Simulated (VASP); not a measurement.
# PbF2: single point with PBEsol

PbF2:

```
Pb F
1.0
     3.79508    0.00017    0.00169
    -3.79519    6.50068   -0.06801
    -0.00174   -0.06782    3.88861
Pb F
2 4
Direct
  0.06058 0.05554 0.79893
  0.07737 0.57231 0.21409
  0.67479 0.16975 0.19253
  0.46316 0.45809 0.82050
  0.82590 0.82084 0.25607
  0.31205 0.80701 0.75696
```

```
Program                : VASP 6.6.1
Task                   : single point
Functional             : PBEsol
Potentials or basis    : VASP PAW PBE potentials, release 64 (Pb_d, F)
Cutoff                 : 520 eV
k mesh                 : 6 × 6 × 4
Occupations            : fermi-dirac, width 0.05 eV
Spin                   : no spin polarisation
Dipole correction      : no
Further INCAR settings : ALGO = Normal; EDIFF = 1e-07; NBANDS = 37
```

```
Pressure               : -0.2 GPa
Largest force          : 0.022 eV/Å
Band gap on the k mesh : 3.98 eV (least direct gap 4.09 eV)
```

Forces in eV/Å, atoms in the order of the input:
```
Pb   0.000  0.011 -0.019
Pb   0.000 -0.011  0.019
F    0.001  0.001  0.007
F    0.000 -0.002 -0.007
F   -0.001 -0.004  0.008
F    0.000  0.004 -0.008
```

Levels at points of the mesh, in eV from the valence-band top:
```csv
k point,band 25,band 26,band 27,band 28,band 29,band 30,band 31,band 32
"(0.00, 0.00, 0.00)",-1.91,-1.86,-1.68,-0.50,4.66,6.94,7.36,7.76
"(0.50, 0.00, 0.00)",-1.68,-1.68,-0.15,-0.15,4.04,4.04,7.38,7.38
"(0.00, 0.50, 0.00)",-1.86,-1.83,-1.04,-0.71,5.40,5.45,7.24,7.83
"(0.50, 0.50, 0.00)",-1.73,-1.73,-0.16,-0.16,4.38,4.38,7.01,7.01
"(0.00, 0.00, 0.50)",-1.90,-1.63,-0.40,0.00,4.17,4.57,7.01,7.05
"(0.50, 0.00, 0.50)",-1.63,-1.63,-1.11,-1.11,5.10,5.10,6.26,6.26
"(0.00, 0.50, 0.50)",-1.79,-1.64,-0.25,-0.14,3.98,4.00,7.38,7.43
"(0.50, 0.50, 0.50)",-1.61,-1.61,-0.55,-0.55,5.08,5.08,6.63,6.63
```

Wall time 4.6 min on 1 thread of Intel(R) Xeon(R) Platinum 8259CL CPU @ 2.50GHz (Skylake/Cascade Lake), on a shared host, peak memory 0.34 GiB.

Caveat: the PAW data sets were made with another functional, which shifts forces and pressure a little; spin-orbit coupling is left out, which moves the levels of the heavy elements. A k mesh can miss the band edges.
